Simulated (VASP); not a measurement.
# Li2Se (Fm-3m) in VASP: a series of runs

Aim: see how the results for Li2Se move with the level of theory and the settings. Levels: PBE, PBE+D3(BJ). Tasks: single point.

Everything below comes from runs of VASP 6.6.1. Logs are shortened: lines on timing, memory, paths and dates and some standing lists are left out, and cuts for length are marked.

### 1 The cell of the first run

It takes space group Fm-3m (No. 225, cubic). Conventional cell: a = 6.005 Å, b = 6.005 Å, c = 6.005 Å, α = 90.00°, β = 90.00°, γ = 90.00°. Li (site symmetry -43m) has 4 Se at 2.60 Å and 6 Li at 3.00 Å within 3.4 Å. Within 3.4 Å of Se (site symmetry m-3m) lie 8 Li at 2.60 Å.

### 2 Single point, PBE

Input file INCAR:

```
PREC = Accurate
ENCUT = 750
EDIFF = 1E-6
ISMEAR = 0
SIGMA = 0.05
LREAL = False
LASPH = True
NELM = 120
ALGO = Normal
ISIF = 2
LWAVE = False
LCHARG = False
GGA = PE
NBANDS = 13
GGA_COMPAT = False
```

Input file KPOINTS:

```
Automatic mesh
0
Gamma
  4 4 4
```

Input file POSCAR:

```
Li2Se
1.0
    0.0000000000      3.0024997683      3.0024997683
    3.0024997683      0.0000000000      3.0024997683
    3.0024997683      3.0024997683      0.0000000000
Li Se
2 1
Direct
    0.2500000000      0.2500000000      0.2500000000
    0.7500000000      0.7500000000      0.7500000000
    0.0000000000      0.0000000000      0.0000000000
```

Potentials or basis: VASP PAW PBE potentials, release 64 (Li_sv, Se).

Run with:

```sh
$ cat potpaw_PBE.64/Li_sv/POTCAR potpaw_PBE.64/Se/POTCAR > POTCAR
$ mpirun -np 1 vasp_std > vasp.out
```

OUTCAR:

```text
PREC = Accurate
   ENCUT = 750
   EDIFF = 1E-6
   ISMEAR = 0
   LREAL = False
   LASPH = True
   NELM = 120
   ISIF = 2
   GGA = PE

 ion  position               nearest neighbor table
   1  0.250  0.250  0.250-   3 2.60   3 2.60   3 2.60   3 2.60
   2  0.750  0.750  0.750-   3 2.60   3 2.60   3 2.60   3 2.60
   3  0.000  0.000  0.000-   2 2.60   2 2.60   2 2.60   1 2.60   2 2.60   1 2.60   1 2.60   1 2.60

  LATTYP: Found a face centered cubic cell.
 ALAT       =     6.0049995366

  Lattice vectors:

 A1 = (   0.0000000000,   3.0024997683,   3.0024997683)
 A2 = (   3.0024997683,   0.0000000000,   3.0024997683)
 A3 = (   3.0024997683,   3.0024997683,   0.0000000000)

Analysis of symmetry for initial positions (statically):
=====================================================================
 Subroutine PRICEL returns:
 Original cell was already a primitive cell.

 Routine SETGRP: Setting up the symmetry group for a
 face centered cubic supercell.

 Subroutine GETGRP returns: Found 48 space group operations
 (whereof 48 operations were pure point group operations)
 out of a pool of 48 trial point group operations.

The static configuration has the point symmetry O_h .

Analysis of symmetry for dynamics (positions and initial velocities):
=====================================================================
 Subroutine PRICEL returns:
 Original cell was already a primitive cell.

 Routine SETGRP: Setting up the symmetry group for a
 face centered cubic supercell.

 Subroutine GETGRP returns: Found 48 space group operations
 (whereof 48 operations were pure point group operations)
 out of a pool of 48 trial point group operations.

The dynamic configuration has the point symmetry O_h .

 Subroutine INISYM returns: Found 48 space group operations
 (whereof 48 operations are pure point group operations),
 and found     1 'primitive' translations

----------------------------------------------------------------------------------------

                                     Primitive cell

  volume of cell :      54.1351

  direct lattice vectors                    reciprocal lattice vectors
     0.000000000  3.002499768  3.002499768    -0.166527906  0.166527906  0.166527906
     3.002499768  0.000000000  3.002499768     0.166527906 -0.166527906  0.166527906
     3.002499768  3.002499768  0.000000000     0.166527906  0.166527906 -0.166527906

  length of vectors
     4.246175893  4.246175893  4.246175893     0.288434795  0.288434795  0.288434795

  position of ions in fractional coordinates (direct lattice)
     0.250000000  0.250000000  0.250000000
     0.750000000  0.750000000  0.750000000
     0.000000000  0.000000000  0.000000000

  ion indices of the primitive-cell ions
   primitive index   ion index
                 1           1
                 2           2
                 3           3

----------------------------------------------------------------------------------------

 KPOINTS: Automatic mesh

Automatic generation of k-mesh.
 Grid dimensions read from file:
 generate k-points for:    4    4    4

 Generating k-lattice:

  Cartesian coordinates                     Fractional coordinates (reciprocal lattice)
    -0.041631977  0.041631977  0.041631977     0.250000000  0.000000000  0.000000000
     0.041631977 -0.041631977  0.041631977     0.000000000  0.250000000  0.000000000
     0.041631977  0.041631977 -0.041631977     0.000000000  0.000000000  0.250000000

  Length of vectors
     0.072108699  0.072108699  0.072108699

  Shift w.r.t. Gamma in fractional coordinates (k-lattice)
     0.000000000  0.000000000  0.000000000

 Subroutine IBZKPT returns following result:
 ===========================================

 Found      8 irreducible k-points:

 Following reciprocal coordinates:
            Coordinates               Weight
  0.000000  0.000000  0.000000      1.000000
  0.250000  0.000000  0.000000      8.000000
  0.500000  0.000000  0.000000      4.000000
  0.250000  0.250000  0.000000      6.000000
  0.500000  0.250000  0.000000     24.000000
 -0.250000  0.250000  0.000000     12.000000
  0.500000  0.500000  0.000000      3.000000
 -0.250000  0.500000  0.250000      6.000000
   k-points           NKPTS =      8   k-points in BZ     NKDIM =      8   number of bands    NBANDS=     13
   number of dos      NEDOS =    301   number of ions     NIONS =      3
   total plane-waves  NPLWV =  64000
   dimension x,y,z NGX =    40 NGY =   40 NGZ =   40
   dimension x,y,z NGXF=    80 NGYF=   80 NGZF=   80
   ions per type =               2   1
   NGX,Y,Z   is equivalent  to a cutoff of  15.66, 15.66, 15.66 a.u.
   NGXF,Y,Z  is equivalent  to a cutoff of  31.32, 31.32, 31.32 a.u.
 SYSTEM =  unknown system
   PREC   = accura    normal or accurate (medium, high low for compatibility)
   ISTART =      0    job   : 0-new  1-cont  2-samecut
   ICHARG =      2    charge: 1-file 2-atom 10-const
   ISPIN  =      1    spin polarized calculation?
   LNONCOLLINEAR =      F non collinear calculations
   LSORBIT =      F    spin-orbit coupling
   LASPH  =      T    aspherical Exc in radial PAW
   ENCUT  =  750.0 eV  55.12 Ry    7.42 a.u.   9.48  9.48  9.48*2*pi/ulx,y,z
   NELM   =    120;   NELMIN=  2; NELMDL= -5     # of ELM steps
   EDIFF  = 0.1E-05   stopping-criterion for ELM
   LREAL  =      F    real-space projection
   EDIFFG = 0.1E-04   stopping-criterion for IOM
   NSW    =      0    number of steps for IOM
   IBRION =     -1    ionic relax: 0-MD 1-quasi-New 2-CG
   NFREE  =      0    steps in history (QN), initial steepest desc. (CG)
   ISIF   =      2    stress and relaxation
   ISYM   =      2    0-nonsym 1-usesym 2-fastsym
   POTIM  = 0.5000    time-step for ionic-motion
   TEBEG  =    0.0;   TEEND  =   0.0 temperature during run
   PSTRESS=    0.0 pullay stress
   NELECT =      12.0000    total number of electrons
   NUPDOWN=      -1.0000    fix difference up-down
   EMIN   =  10.00;   EMAX   =-10.00  energy-range for DOS
   EFERMI =   0.00;   METHOD = LEGACY
   ISMEAR =     0;   SIGMA  =   0.05  broadening in eV -4-tet -1-fermi 0-gaus
   EFERMI_NEDOS =   21; number of points for ismear=-14 and -15
   IALGO  =     38    algorithm
   IMIX   =      4    mixing-type and parameters
     AMIX     =   0.40;   BMIX     =  1.00
     AMIX_MAG =   1.60;   BMIX_MAG =  1.00
  volume/ion in A,a.u.               =      18.05       121.77
  Fermi-wavevector in a.u.,A,eV,Ry     =   0.990776  1.872296 13.355991  0.981638
  Thomas-Fermi vector in A             =   2.122471
   LORBIT       =      0    0 simple, 1 ext, 2 COOP (PROOUT), +10 PAW based schemes
   GGA     = PE    functional components
   LHFCALC =     F    Hartree Fock is set to
   AEXX    =    0.0000 exact exchange contribution
   IVDW    =     0    specifies the selected vdW correction
   LEPSILON=     F    determine dielectric tensor
   LRPA    =     F    only Hartree local field effects (RPA)
 non-spin polarized calculation
 Gauss-broadening in eV      SIGMA  =   0.05
  energy-cutoff  :      750.00
  volume of cell :       54.14
 maximum number of plane-waves:      2565
 NGX is ok and might be reduce to    40
   NGX = 19   NGY = 19   NGZ = 19

 number of electron      12.0000004 magnetization

 Free energy of the ion-electron system (eV)
  ---------------------------------------------------
  ext. energy  EPLUGINS =         0.00000000
  ---------------------------------------------------
  free energy    TOTEN  =       -11.11937439 eV

  energy without entropy =      -11.11937439  energy(sigma->0) =      -11.11937439

 E-fermi :   1.3413     XC(G=0):  -8.2582

 val. band max:        1.0041418201   @ k =   0.0000   0.0000   0.0000
 cond. band min:       3.9743894935   @ k =   0.5000   0.5000   0.0000
 fundamental gap:      2.9702476734
 Fermi energy:         1.3413185436

 k-point     1 :       0.0000    0.0000    0.0000
  band No.  band energies     occupation
      1     -43.7210      2.00000
      2     -43.6973      2.00000
      3     -10.3831      2.00000
      4       1.0041      2.00000
      5       1.0041      2.00000
      6       1.0041      2.00000
      7       4.3846      0.00000
      8       6.6178      0.00000
      9       6.6178      0.00000
     10       6.6178      0.00000
     11      11.5789      0.00000
     12      11.5789      0.00000
     13      11.9174      0.00000

 k-point     2 :       0.2500    0.0000    0.0000
  band No.  band energies     occupation
      1     -43.7173      2.00000
      2     -43.7005      2.00000
      3     -10.2111      2.00000
      4      -0.7536      2.00000
      5       0.7142      2.00000
      6       0.7142      2.00000
      7       5.5241      0.00000
      8       7.1588      0.00000
      9       7.1588      0.00000
     10       7.8812      0.00000
     11      10.0284      0.00000
     12      10.0284      0.00000
     13      12.3644      0.00000

 k-point     3 :       0.5000    0.0000    0.0000
  band No.  band energies     occupation
      1     -43.7087      2.00000
      2     -43.7087      2.00000
      3     -10.0185      2.00000
      4      -1.8996      2.00000
      5       0.4780      2.00000
      6       0.4780      2.00000
      7       6.1033      0.00000
      8       6.9565      0.00000
      9       6.9565      0.00000
     10       8.9457      0.00000
     11      12.4888      0.00000
     12      12.4888      0.00000
     13      13.5736      0.00000
[... 49 lines left out ...]
 k-point     7 :       0.5000    0.5000    0.0000
  band No.  band energies     occupation
      1     -43.7125      2.00000
      2     -43.7046      2.00000
      3      -9.9081      2.00000
      4      -1.2746      2.00000
      5      -0.4328      2.00000
      6      -0.4328      2.00000
      7       3.9744      0.00000
      8       7.1645      0.00000
      9      11.3114      0.00000
     10      11.3114      0.00000
     11      12.3932      0.00000
     12      12.7642      0.00000
     13      12.7642      0.00000

 k-point     8 :      -0.2500    0.5000    0.2500
  band No.  band energies     occupation
      1     -43.7086      2.00000
      2     -43.7086      2.00000
      3      -9.9010      2.00000
      4      -0.8967      2.00000
      5      -0.8967      2.00000
      6      -0.7498      2.00000
      7       6.1525      0.00000
      8       7.3795      0.00000
      9       9.0268      0.00000
     10       9.0268      0.00000
     11      12.0701      0.00000
     12      12.0701      0.00000
     13      12.9951      0.00000

------------------------ aborting loop because EDIFF is reached ----------------------------------------

  FORCE on cell =-STRESS in cart. coord.  units (eV):
  Direction    XX          YY          ZZ          XY          YZ          ZX
  --------------------------------------------------------------------------------------
  -------------------------------------------------------------------------------------
  Total        0.0054593      0.0054593      0.0054593     -0.0000000      0.0000000      0.0000000
  in kB        0.1615718      0.1615718      0.1615718     -0.0000000      0.0000000      0.0000000
  external PRESSURE =       0.1615718 kB  Pullay stress =       0.0000000 kB

 VOLUME and BASIS-vectors are now :
 -----------------------------------------------------------------------------
  energy-cutoff  :      750.00
  volume of cell :       54.14
      direct lattice vectors                 reciprocal lattice vectors
     0.000000000  3.002499768  3.002499768    -0.166527906  0.166527906  0.166527906
     3.002499768  0.000000000  3.002499768     0.166527906 -0.166527906  0.166527906
     3.002499768  3.002499768  0.000000000     0.166527906  0.166527906 -0.166527906

 POSITION                                       TOTAL-FORCE (eV/Angst)
 -----------------------------------------------------------------------------------
      1.50125      1.50125      1.50125        -0.000000     -0.000000     -0.000000
      4.50375      4.50375      4.50375         0.000000      0.000000     -0.000000
      0.00000      0.00000      0.00000        -0.000000     -0.000000      0.000000
 -----------------------------------------------------------------------------------
    total drift:                                0.000000     -0.000000      0.000000

  FREE ENERGIE OF THE ION-ELECTRON SYSTEM (eV)
  ---------------------------------------------------
  free  energy   TOTEN  =       -11.1193743947 eV

  energy  without entropy=      -11.1193743947  energy(sigma->0) =      -11.11937439
```

Wall time 25 s (1 thread of Oxide Virtual Turin-like, shared host); peak memory 0.19 GiB.

Results:

```
Free energy            : -11.1194 eV
Pressure               : 0.0 GPa
Band gap on the k mesh : 2.97 eV (least direct gap 3.38 eV)
```

Levels at points of the mesh, in eV from the valence-band top:
| k point | band 4 | band 5 | band 6 | band 7 | band 8 | band 9 |
| --- | --- | --- | --- | --- | --- | --- |
| (0.00, 0.00, 0.00) | 0.00 | 0.00 | 0.00 | 3.38 | 5.61 | 5.61 |
| (0.50, 0.00, 0.00) | -2.90 | -0.53 | -0.53 | 5.10 | 5.95 | 5.95 |
| (0.50, 0.50, 0.00) | -2.28 | -1.44 | -1.44 | 2.97 | 6.16 | 10.31 |

Caveat: the k points lie up to 0.45 Å⁻¹ apart.

### 3 Single point, PBE+D3(BJ)

Input file INCAR:

```
PREC     = Accurate       # precision mode
ENCUT    = 750            # plane-wave cutoff, eV
EDIFF    = 1E-6           # SCF threshold, eV
ISMEAR   = 0              # smearing method
SIGMA    = 0.001          # smearing width, eV
LREAL    = F              # projectors in reciprocal space
LASPH    = T              # aspherical terms in the spheres
NELM     = 120            # most SCF steps
ALGO     = Normal         # electronic algorithm
ISIF     = 2              # what is computed and relaxed
LWAVE    = F              # write WAVECAR
LCHARG   = F              # write CHGCAR
GGA      = PE             # functional
IVDW     = 12             # dispersion correction
NBANDS   = 13             # bands
GGA_COMPAT= F
```

Input file KPOINTS:

```
Automatic mesh
0
Gamma
  8 8 8
```

POSCAR is that of step 2.

Potentials or basis: VASP PAW PBE potentials, release 64 (Li_sv, Se).

Run with:

```sh
$ cat potpaw_PBE.64/Li_sv/POTCAR potpaw_PBE.64/Se/POTCAR > POTCAR
$ mpirun -np 1 vasp_std > vasp.out
```

Run time: 48 s. Hardware: 1 thread of Oxide Virtual Turin-like, shared host; peak memory 0.22 GiB.

The run converged. Its results:

```yaml
Free_energy: -11.9149 eV
Pressure: -2.6 GPa
Band_gap_on_the_k_mesh: 2.97 eV (least direct gap 3.38 eV)
Dispersion_energy_per_atom: -0.261 eV
```

Levels at points of the mesh, in eV from the valence-band top:
| k point | band 4 | band 5 | band 6 | band 7 | band 8 | band 9 |
| --- | --- | --- | --- | --- | --- | --- |
| (0.00, 0.00, 0.00) | 0.00 | 0.00 | 0.00 | 3.38 | 5.62 | 5.62 |
| (0.50, 0.00, 0.00) | -2.90 | -0.53 | -0.53 | 5.10 | 5.96 | 5.96 |
| (0.50, 0.50, 0.00) | -2.28 | -1.44 | -1.44 | 2.97 | 6.17 | 10.31 |

A k mesh can miss the band edges.
